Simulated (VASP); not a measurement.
Input of a VASP 6.6.1 run:

Contents of INCAR:

```
PREC = Accurate
ENCUT = 520
EDIFF = 1E-7
ISMEAR = -1
SIGMA = 0.1
LREAL = F
LASPH = T
NELM = 80
ALGO = Normal
ISIF = 2
LWAVE = F
LCHARG = F
GGA = PE
NBANDS = 34
```

Contents of KPOINTS:

```
Automatic mesh
0
Gamma
  7 6 6
```

The input POSCAR:

```
CdW
1.0
    5.0934690000      0.0000000000      0.0000000000
    0.0000000000      6.1600500000      0.0000000000
    0.0308440000      0.0000000000      5.3545860000
W Cd
2 2
Direct
    0.0000000000      0.1820000000      0.2500000000
    0.0000000000      0.8180000000      0.7500000000
    0.5000000000      0.6800000000      0.2500000000
    0.5000000000      0.3200000000      0.7500000000
```

Potentials or basis: VASP PAW PBE potentials, release 64 (W_sv, Cd).

The run is started by

```console
$ cat potpaw_PBE.64/W_sv/POTCAR potpaw_PBE.64/Cd/POTCAR > POTCAR
$ mpirun -np 1 vasp_std > vasp.out
```

Problem. What does it give for the pressure?

Solution. -15.1 GPa.

Problem. Predict the largest force.

Solution. 2.460 eV/Å.

Problem. What does it give for the band gap on the k mesh?

Solution. Zero (band 26 reaches 0.63 eV, above the bottom of band 27 at 0.36 eV).

Stress tensor (GPa, compression positive):
```
-11.30   0.00   0.02
  0.00 -15.76   0.00
  0.02   0.00 -18.32
```

Caveat: spin-orbit coupling is left out, which moves the levels of the heavy elements; forces of over 1 eV/Å act on the atoms, so gaps and moduli don't describe the material at rest.
